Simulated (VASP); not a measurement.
# Bi (I4/mcm) in VASP: further runs

Runs on Bi. Level: PBEsol. Tasks: single point.

Program: VASP 6.6.1. These are calculated values, not measurements. Logs are shortened: lines on timing, memory, paths and dates and some standing lists are left out, and cuts for length are marked.

### Step 1. The cell of the first run

The structure is tetragonal, space group I4/mcm (No. 140). The conventional cell has a = 8.899 Å, b = 8.899 Å, c = 4.131 Å, α = 90.00°, β = 90.00°, γ = 90.00°. Bi (site symmetry m2m) has 9 Bi at 3.31 to 4.13 Å within 4.4 Å.

### Step 2. Single point, PBEsol

INCAR reads:

```
SYSTEM = Bi
PREC = Accurate ; ENCUT = 500
EDIFF = 1E-6 ; ISMEAR = 1
SIGMA = 0.05 ; LREAL = .FALSE.
LASPH = .TRUE. ; NELM = 120
ALGO = Normal ; ISIF = 2
LWAVE = .FALSE. ; LCHARG = .FALSE.
GGA = PS ; NBANDS = 38
GGA_COMPAT = .FALSE.
```

KPOINTS reads:

```
Automatic mesh
0
G
  7 7 7
  0 0 0
```

POSCAR reads:

```
Bi
1.0
   -4.4497480000      4.4497480000      2.0656320000
    4.4497480000     -4.4497480000      2.0656320000
    4.4497480000      4.4497480000     -2.0656320000
Bi
4
Direct
    0.3543445000      0.8543445000      0.2086890000
    0.8543445000      0.6456555000      0.5000000000
    0.6456555000      0.1456555000      0.7913110000
    0.1456555000      0.3543445000      0.5000000000
```

Potentials or basis: VASP PAW PBE potentials, release 64 (Bi_d).

On the command line:

```console
> cat potpaw_PBE.64/Bi_d/POTCAR > POTCAR
> mpirun -np 1 vasp_std > vasp.out
```

OUTCAR:

```text
SYSTEM = Bi
   PREC = Accurate
   ENCUT = 500
   EDIFF = 1E-6
   ISMEAR = 1
   LREAL = .FALSE.
   LASPH = .TRUE.
   NELM = 120
   ISIF = 2
   GGA = PS

 ion  position               nearest neighbor table
   1  0.354  0.854  0.209-   4 3.31   2 3.31   4 3.31   2 3.31   3 3.34   3 3.34   3 3.67
   2  0.854  0.646  0.500-   3 3.31   1 3.31   3 3.31   1 3.31   4 3.34   4 3.34   4 3.67
   3  0.646  0.146  0.791-   2 3.31   4 3.31   2 3.31   4 3.31   1 3.34   1 3.34   1 3.67
   4  0.146  0.354  0.500-   3 3.31   1 3.31   3 3.31   1 3.31   2 3.34   2 3.34   2 3.67

  LATTYP: Found a body centered tetragonal cell.
 ALAT       =     8.8994960000
 C/A-ratio  =     0.4642132543

  Lattice vectors:

 A1 = (  -4.4497480000,   4.4497480000,   2.0656320000)
 A2 = (   4.4497480000,  -4.4497480000,   2.0656320000)
 A3 = (   4.4497480000,   4.4497480000,  -2.0656320000)

Analysis of symmetry for initial positions (statically):
=====================================================================
 Subroutine PRICEL returns:
 Original cell was already a primitive cell.

 Routine SETGRP: Setting up the symmetry group for a
 body centered tetragonal supercell.

 Subroutine GETGRP returns: Found 16 space group operations
 (whereof  8 operations were pure point group operations)
 out of a pool of 16 trial point group operations.

The static configuration has the point symmetry C_4h.
 The point group associated with its full space group is D_4h.

Analysis of symmetry for dynamics (positions and initial velocities):
=====================================================================
 Subroutine PRICEL returns:
 Original cell was already a primitive cell.

 Routine SETGRP: Setting up the symmetry group for a
 body centered tetragonal supercell.

 Subroutine GETGRP returns: Found 16 space group operations
 (whereof  8 operations were pure point group operations)
 out of a pool of 16 trial point group operations.

The dynamic configuration has the point symmetry C_4h.
 The point group associated with its full space group is D_4h.

 Subroutine INISYM returns: Found 16 space group operations
 (whereof  8 operations are pure point group operations),
 and found     1 'primitive' translations

----------------------------------------------------------------------------------------

                                     Primitive cell

  volume of cell :     163.6002

  direct lattice vectors                    reciprocal lattice vectors
[... 91 lines left out ...]
   EDIFF  = 0.1E-05   stopping-criterion for ELM
   LREAL  =      F    real-space projection
   EDIFFG = 0.1E-04   stopping-criterion for IOM
   NSW    =      0    number of steps for IOM
   IBRION =     -1    ionic relax: 0-MD 1-quasi-New 2-CG
   NFREE  =      0    steps in history (QN), initial steepest desc. (CG)
   ISIF   =      2    stress and relaxation
   ISYM   =      2    0-nonsym 1-usesym 2-fastsym
   POTIM  = 0.5000    time-step for ionic-motion
   TEBEG  =    0.0;   TEEND  =   0.0 temperature during run
   PSTRESS=    0.0 pullay stress
   NELECT =      60.0000    total number of electrons
   NUPDOWN=      -1.0000    fix difference up-down
   EMIN   =  10.00;   EMAX   =-10.00  energy-range for DOS
   EFERMI =   0.00;   METHOD = LEGACY
   ISMEAR =     1;   SIGMA  =   0.05  broadening in eV -4-tet -1-fermi 0-gaus
   EFERMI_NEDOS =   21; number of points for ismear=-14 and -15
   IALGO  =     38    algorithm
   IMIX   =      4    mixing-type and parameters
     AMIX     =   0.40;   BMIX     =  1.00
     AMIX_MAG =   1.60;   BMIX_MAG =  1.00
  volume/ion in A,a.u.               =      40.90       276.01
  Fermi-wavevector in a.u.,A,eV,Ry     =   1.171828  2.214434 18.683270  1.373182
  Thomas-Fermi vector in A             =   2.308266
   LORBIT       =      0    0 simple, 1 ext, 2 COOP (PROOUT), +10 PAW based schemes
   GGA     = PS    functional components
   LHFCALC =     F    Hartree Fock is set to
   AEXX    =    0.0000 exact exchange contribution
   IVDW    =     0    specifies the selected vdW correction
   LEPSILON=     F    determine dielectric tensor
   LRPA    =     F    only Hartree local field effects (RPA)
 non-spin polarized calculation
 Methfessel and Paxton  Order N= 1 SIGMA  =   0.05
  energy-cutoff  :      500.00
  volume of cell :      163.60
 maximum number of plane-waves:      4188
   NGX = 25   NGY = 25   NGZ = 25

 number of electron      59.9999991 magnetization

 Free energy of the ion-electron system (eV)
  ---------------------------------------------------
  ext. energy  EPLUGINS =         0.00000000
  ---------------------------------------------------
  free energy    TOTEN  =       -16.30246259 eV

  energy without entropy =      -16.30241925  energy(sigma->0) =      -16.30244814

 E-fermi :   4.8045     XC(G=0):  -8.7816

 val. band max:        4.7955373335   @ k =  -0.4286   0.4286   0.0000
 cond. band min:       4.8190714633   @ k =  -0.4286   0.4286   0.1429
 fundamental gap:      0.0235341298
 Fermi energy:         4.8045175220

 k-point     1 :       0.0000    0.0000    0.0000
  band No.  band energies     occupation
      1     -18.0456      2.00000
      2     -18.0456      2.00000
      3     -18.0266      2.00000
      4     -18.0047      2.00000
      5     -18.0028      2.00000
      6     -18.0028      2.00000
[... 973 lines left out ...]
     37       9.2464      0.00000
     38       9.7339      0.00000

 [... further k-points ...]

------------------------ aborting loop because EDIFF is reached ----------------------------------------

  FORCE on cell =-STRESS in cart. coord.  units (eV):
  Direction    XX          YY          ZZ          XY          YZ          ZX
  --------------------------------------------------------------------------------------
  -------------------------------------------------------------------------------------
  Total       -1.7937752     -1.7937752     -1.9314844      0.0000000     -0.0000000      0.0000000
  in kB      -17.5668877    -17.5668877    -18.9155077      0.0000000     -0.0000000      0.0000000
  external PRESSURE =     -18.0164277 kB  Pullay stress =       0.0000000 kB

 VOLUME and BASIS-vectors are now :
 -----------------------------------------------------------------------------
  energy-cutoff  :      500.00
  volume of cell :      163.60
      direct lattice vectors                 reciprocal lattice vectors
    -4.449748000  4.449748000  2.065632000     0.000000000  0.112365914  0.242056668
     4.449748000 -4.449748000  2.065632000     0.112365914  0.000000000  0.242056668
     4.449748000  4.449748000 -2.065632000     0.112365914  0.112365914  0.000000000

 POSITION                                       TOTAL-FORCE (eV/Angst)
 -----------------------------------------------------------------------------------
      3.15349     -1.29626      2.06563         0.088371      0.088371     -0.000000
      1.29626      3.15349      2.06563        -0.088371      0.088371     -0.000000
      1.29626      5.74601     -0.00000        -0.088371     -0.088371      0.000000
      3.15349      1.29626      0.00000         0.088371     -0.088371     -0.000000
 -----------------------------------------------------------------------------------
    total drift:                               -0.000000      0.000000      0.000000

  FREE ENERGIE OF THE ION-ELECTRON SYSTEM (eV)
  ---------------------------------------------------
  free  energy   TOTEN  =       -16.3024625877 eV

  energy  without entropy=      -16.3024192471  energy(sigma->0) =      -16.30244814
```

OSZICAR:

```text
N       E                     dE             d eps       ncg     rms          rms(c)
DAV:   1     0.692195470959E+03    0.69220E+03   -0.30760E+04  3072   0.177E+03
DAV:   2     0.594163954944E+02   -0.63278E+03   -0.62161E+03  3040   0.502E+02
DAV:   3    -0.128189086873E+02   -0.72235E+02   -0.70788E+02  3588   0.192E+02
DAV:   4    -0.161727193918E+02   -0.33538E+01   -0.33359E+01  3412   0.444E+01
DAV:   5    -0.163546268794E+02   -0.18191E+00   -0.18189E+00  3968   0.914E+00    0.115E+00
DAV:   6    -0.163132317393E+02    0.41395E-01   -0.98502E-02  3866   0.210E+00    0.667E-01
DAV:   7    -0.163013981754E+02    0.11834E-01   -0.62310E-02  3322   0.173E+00    0.207E-01
DAV:   8    -0.163020913439E+02   -0.69317E-03   -0.10778E-02  3346   0.773E-01    0.494E-02
DAV:   9    -0.163022008369E+02   -0.10949E-03   -0.15172E-03  3538   0.225E-01    0.356E-02
DAV:  10    -0.163024068716E+02   -0.20603E-03   -0.38523E-04  3662   0.138E-01    0.759E-03
DAV:  11    -0.163024520059E+02   -0.45134E-04   -0.68312E-05  3550   0.484E-02    0.873E-03
DAV:  12    -0.163024607377E+02   -0.87318E-05   -0.15681E-05  3164   0.297E-02    0.159E-03
DAV:  13    -0.163024620736E+02   -0.13360E-05   -0.41795E-06  2404   0.125E-02    0.114E-03
DAV:  14    -0.163024625877E+02   -0.51409E-06   -0.49467E-07  2052   0.549E-03
   1 F= -.16302463E+02 E0= -.16302448E+02  d E =-.433406E-04
```

stdout:

```text
POSCAR found type information on POSCAR Bi
 POSCAR found :  1 types and       4 ions
 scaLAPACK will be used
 -----------------------------------------------------------------------------
|                                                                             |
|                                                                             |
|     You enforced a specific xc type in the INCAR file but a different       |
|     I HOPE YOU KNOW WHAT YOU ARE DOING!                                     |
|                                                                             |
 -----------------------------------------------------------------------------

 LDA part: xc-table for (Slater+PW92), standard interpolation
 POSCAR, INCAR and KPOINTS ok, starting setup
 FFT: planning ... GRIDC
 FFT: planning ... GRID_SOFT
 FFT: planning ... GRID
 WAVECAR not read
 entering main loop
```

Wall time 1.9 min (1 thread of Intel Xeon 6975P-C (Granite Rapids), shared host); peak memory 0.4 GiB.

What came out:

| Quantity | Value |
| --- | --- |
| Free energy | -16.3025 eV |
| Pressure | -1.8 GPa |
| Largest force | 0.125 eV/Å |
| Band gap on the k mesh | zero (bands 30 and 31 overlap by 1.44 eV) |

Forces in eV/Å, atoms in the order of the input:
```
Bi   0.088  0.088  0.000
Bi  -0.088  0.088  0.000
Bi  -0.088 -0.088  0.000
Bi   0.088 -0.088  0.000
```

Levels at points of the mesh, in eV from the Fermi level:
```csv
k point,band 28,band 29,band 30,band 31,band 32,band 33
"(0.00, 0.00, 0.00)",-1.25,-0.57,-0.41,-0.03,-0.03,2.98
```

Caveat: the PAW data sets were made with another functional, which shifts forces and pressure a little; spin-orbit coupling is left out, which moves the levels of the heavy elements.

### Step 3. Single point, PBEsol

INCAR reads:

```
PREC = Accurate
ENCUT = 500
EDIFF = 1E-6
ISMEAR = 1
SIGMA = 0.05
LREAL = F
LASPH = T
NELM = 120
ALGO = Normal
ISIF = 2
LWAVE = F
LCHARG = F
GGA = PS
NBANDS = 38
GGA_COMPAT = F
```

KPOINTS reads:

```
regular mesh
0
Gamma
  7 7 7
```

POSCAR is that of step 2.

Potentials or basis: VASP PAW PBE potentials, release 64 (Bi_d).

On the command line:

```console
> cat potpaw_PBE.64/Bi_d/POTCAR > POTCAR
> mpirun -np 1 vasp_std > vasp.out
```

OUTCAR:

```text
PREC = Accurate
   ENCUT = 500
   EDIFF = 1E-6
   ISMEAR = 1
   LREAL = F
   LASPH = T
   NELM = 120
   ISIF = 2
   GGA = PS

 ion  position               nearest neighbor table
   1  0.354  0.854  0.209-   4 3.31   2 3.31   4 3.31   2 3.31   3 3.34   3 3.34   3 3.67
   2  0.854  0.646  0.500-   3 3.31   1 3.31   3 3.31   1 3.31   4 3.34   4 3.34   4 3.67
   3  0.646  0.146  0.791-   2 3.31   4 3.31   2 3.31   4 3.31   1 3.34   1 3.34   1 3.67
   4  0.146  0.354  0.500-   3 3.31   1 3.31   3 3.31   1 3.31   2 3.34   2 3.34   2 3.67

  LATTYP: Found a body centered tetragonal cell.
 ALAT       =     8.8994960000
 C/A-ratio  =     0.4642132543

  Lattice vectors:

 A1 = (  -4.4497480000,   4.4497480000,   2.0656320000)
 A2 = (   4.4497480000,  -4.4497480000,   2.0656320000)
 A3 = (   4.4497480000,   4.4497480000,  -2.0656320000)

Analysis of symmetry for initial positions (statically):
=====================================================================
 Subroutine PRICEL returns:
 Original cell was already a primitive cell.

[... 174 lines left out ...]

 E-fermi :   4.8045     XC(G=0):  -8.7816

 val. band max:        4.7955373335   @ k =  -0.4286   0.4286   0.0000
 cond. band min:       4.8190714633   @ k =  -0.4286   0.4286   0.1429
 fundamental gap:      0.0235341298
 Fermi energy:         4.8045175220

 k-point     1 :       0.0000    0.0000    0.0000
  band No.  band energies     occupation
      1     -18.0456      2.00000
      2     -18.0456      2.00000
      3     -18.0266      2.00000
      4     -18.0047      2.00000
      5     -18.0028      2.00000
      6     -18.0028      2.00000
[... 973 lines left out ...]
     37       9.2464      0.00000
     38       9.7339      0.00000

 [... further k-points ...]

------------------------ aborting loop because EDIFF is reached ----------------------------------------

  FORCE on cell =-STRESS in cart. coord.  units (eV):
  Direction    XX          YY          ZZ          XY          YZ          ZX
  --------------------------------------------------------------------------------------
  -------------------------------------------------------------------------------------
  Total       -1.7937752     -1.7937752     -1.9314844      0.0000000     -0.0000000      0.0000000
  in kB      -17.5668877    -17.5668877    -18.9155077      0.0000000     -0.0000000      0.0000000
  external PRESSURE =     -18.0164277 kB  Pullay stress =       0.0000000 kB

 VOLUME and BASIS-vectors are now :
 -----------------------------------------------------------------------------
  energy-cutoff  :      500.00
  volume of cell :      163.60
      direct lattice vectors                 reciprocal lattice vectors
    -4.449748000  4.449748000  2.065632000     0.000000000  0.112365914  0.242056668
     4.449748000 -4.449748000  2.065632000     0.112365914  0.000000000  0.242056668
     4.449748000  4.449748000 -2.065632000     0.112365914  0.112365914  0.000000000

 POSITION                                       TOTAL-FORCE (eV/Angst)
 -----------------------------------------------------------------------------------
      3.15349     -1.29626      2.06563         0.088371      0.088371     -0.000000
      1.29626      3.15349      2.06563        -0.088371      0.088371     -0.000000
      1.29626      5.74601     -0.00000        -0.088371     -0.088371      0.000000
      3.15349      1.29626      0.00000         0.088371     -0.088371     -0.000000
 -----------------------------------------------------------------------------------
    total drift:                               -0.000000      0.000000      0.000000

  FREE ENERGIE OF THE ION-ELECTRON SYSTEM (eV)
  ---------------------------------------------------
  free  energy   TOTEN  =       -16.3024625877 eV

  energy  without entropy=      -16.3024192471  energy(sigma->0) =      -16.30244814
```

stdout:

```text
POSCAR found type information on POSCAR Bi
 POSCAR found :  1 types and       4 ions
 scaLAPACK will be used
 -----------------------------------------------------------------------------
|                                                                             |
|                                                                             |
|     You enforced a specific xc type in the INCAR file but a different       |
|     I HOPE YOU KNOW WHAT YOU ARE DOING!                                     |
|                                                                             |
 -----------------------------------------------------------------------------

 LDA part: xc-table for (Slater+PW92), standard interpolation
 POSCAR, INCAR and KPOINTS ok, starting setup
 FFT: planning ... GRIDC
 FFT: planning ... GRID_SOFT
 FFT: planning ... GRID
 WAVECAR not read
 entering main loop
```

It took 1.8 min on 1 thread of Intel Xeon 6975P-C (Granite Rapids), shared host; peak memory 0.39 GiB.

What came out:

```
Free energy            : -16.3025 eV
Pressure               : -1.8 GPa
Largest force          : 0.125 eV/Å
Band gap on the k mesh : zero (bands 30 and 31 overlap by 1.44 eV)
```

Forces in eV/Å, atoms in the order of the input:
```
Bi   0.088  0.088  0.000
Bi  -0.088  0.088  0.000
Bi  -0.088 -0.088  0.000
Bi   0.088 -0.088  0.000
```

Caveat: the PAW data sets were made with another functional, which shifts forces and pressure a little; spin-orbit coupling is left out, which moves the levels of the heavy elements.
